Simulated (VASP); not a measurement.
Wanted: the native input for a VASP 6.6.1 run.

```
Task                   : single point
Functional             : r2SCAN
Potentials or basis    : VASP PAW PBE potentials, release 64 (Al, As)
Cutoff                 : 550 eV
k mesh                 : 4 × 4 × 4
Occupations            : gaussian, width 0.01 eV
Spin                   : no spin polarisation
Dipole correction      : no
Further INCAR settings : ALGO = Normal; EDIFF = 1e-06; NBANDS = 11
```

AlAs:

```
Al As
1.0
     0.00000    2.83892    2.83892
     2.83892    0.00000    2.83892
     2.83892    2.83892    0.00000
Al As
1 1
Cartesian
  0.0000 0.0000 0.0000
  1.4195 1.4195 1.4195
```

One way to write it, as run:

POSCAR

```
AlAs
1.0
    0.0000000000      2.8389246376      2.8389246376
    2.8389246376      0.0000000000      2.8389246376
    2.8389246376      2.8389246376      0.0000000000
Al As
1 1
Direct
    0.0000000000      0.0000000000      0.0000000000
    0.2500000000      0.2500000000      0.2500000000
```

INCAR.step1

```
ALGO     = Normal         # electronic algorithm
EDIFF    = 1E-5           # SCF threshold, eV
ENCUT    = 550            # plane-wave cutoff, eV
GGA      = PE             # functional
GGA_COMPAT= False        
ISMEAR   = 0              # smearing method
LASPH    = True           # aspherical terms in the spheres
LCHARG   = False          # write CHGCAR
LREAL    = False          # projectors in reciprocal space
LWAVE    = True           # write WAVECAR
NBANDS   = 11             # bands
NELM     = 120            # most SCF steps
PREC     = Accurate       # precision mode
SIGMA    = 0.01           # smearing width, eV
```

INCAR.step2

```
ALGO     = Normal         # electronic algorithm
EDIFF    = 1E-6           # SCF threshold, eV
ENCUT    = 550            # plane-wave cutoff, eV
GGA_COMPAT= False        
ISIF     = 2              # what is computed and relaxed
ISMEAR   = 0              # smearing method
ISTART   = 1            
LASPH    = True           # aspherical terms in the spheres
LCHARG   = False          # write CHGCAR
LMIXTAU  = True         
LREAL    = False          # projectors in reciprocal space
LWAVE    = False          # write WAVECAR
METAGGA  = R2SCAN         # meta-GGA
NBANDS   = 11             # bands
NELM     = 120            # most SCF steps
PREC     = Accurate       # precision mode
SIGMA    = 0.01           # smearing width, eV
```

KPOINTS

```
k-points
0
Gamma
  4 4 4
```

Potentials or basis: VASP PAW PBE potentials, release 64 (Al, As).

Command:

```sh
$ cat potpaw_PBE.64/Al/POTCAR potpaw_PBE.64/As/POTCAR > POTCAR
$ cp INCAR.step1 INCAR
$ mpirun -np 1 vasp_std > vasp.out
$ cp INCAR.step2 INCAR
$ mpirun -np 1 vasp_std > vasp.out
```

It gave:

- Pressure: 0.2 GPa
- Band gap on the k mesh: 1.78 eV (least direct gap 2.63 eV)

Caveat: the k points lie up to 0.48 Å⁻¹ apart; the PAW data sets were made with another functional, which shifts forces and pressure a little.

Run time: 44 s on 1 thread of AMD EPYC 7R13, with other jobs on the host, peak memory 0.15 GiB.
